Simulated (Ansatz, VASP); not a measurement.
# One calculation of Sc, two programs

```
Sc
1.0
    -1.87900    1.87900    2.38050
     1.87900   -1.87900    2.38050
     1.87900    1.87900   -2.38050
Sc
1
Cartesian
  0.0000 0.0000 0.0000
```

Alike in both runs: task single point; functional PBEsol; dispersion D3(BJ); k mesh 9 × 9 × 9; no spin polarisation.

|  | VASP | Ansatz |
| --- | --- | --- |
| version | VASP 6.6.1 | Ansatz 0.2.0 |
| potentials or method | VASP PAW PBE potentials, release 64 (Sc_sv), cutoff 500 eV | plane waves, PAW |
| occupations | methfessel-paxton of order 1, width 0.1 eV | cold |
| valence electrons in the cell | 11 | 11 |

VASP gave:

| Quantity | Value |
| --- | --- |
| pressure (GPa) | -12.2 |
| traceless stress, the component that is largest in VASP (GPa) | 1.20 |

Question: What did Ansatz give for the same quantities?

Answer: Pressure (GPa): -12.2; traceless stress, the component that is largest in VASP (GPa): 1.17.

VASP's potentials were made for PBE, not for PBEsol.
